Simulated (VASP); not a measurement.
Set up this calculation in VASP 6.6.1, as the native input.

```yaml
Task: single point
Functional: PBE
Potentials_or_basis: VASP PAW PBE potentials, release 64 (B, Cu)
Cutoff: 520 eV
k_mesh: 8 × 8 × 5
Occupations: fermi-dirac, width 0.0494 eV
Spin: no spin polarisation
Dipole_correction: no
Further_INCAR_settings: ALGO = Normal; EDIFF = 1e-06; NBANDS = 34
```

The structure of Cu2B lies in POSCAR:

```
Cu2B
1.0
    3.3707281989      0.0000000000      0.0000000000
    0.0000000000      3.3707281989      0.0000000000
    0.0000000000      0.0000000000      5.4448035167
B Cu
2 4
Direct
    0.0000000000      0.5000000000      0.7459114853
    0.5000000000      0.0000000000      0.2540885147
    0.0000000000      0.0000000000      0.0000000000
    0.5000000000      0.5000000000      0.0000000000
    0.0000000000      0.5000000000      0.3712815112
    0.5000000000      0.0000000000      0.6287184888
```

These files were run (other wordings do the same):

INCAR

```
SYSTEM = Cu2B
ALGO = Normal ; EDIFF = 1E-6
ENCUT = 520 ; GGA = PE
ISIF = 2 ; ISMEAR = -1
LASPH = .True. ; LCHARG = .True.
LELF = .True. ; LREAL = .False.
LVHAR = .True. ; LWAVE = .False.
NBANDS = 34 ; NELM = 60
PREC = Accurate ; SIGMA = 0.0494
```

KPOINTS

```
k-points
0
Gamma
  8 8 5
  0 0 0
```

Potentials or basis: VASP PAW PBE potentials, release 64 (B, Cu).

Run with:

```sh
$ cat potpaw_PBE.64/B/POTCAR potpaw_PBE.64/Cu/POTCAR > POTCAR
$ mpirun -np 1 vasp_std > vasp.out
```

It gave:

| Item | Value |
| --- | --- |
| Pressure | 0.5 GPa |
| Largest force | 0.016 eV/Å |
| Band gap on the k mesh | zero (band 25 reaches 8.96 eV, above the bottom of band 26 at 7.16 eV) |

Wall time 89 s on 1 thread of AMD EPYC 7R13 Processor (Zen 3), with other jobs on the host, peak memory 0.19 GiB.
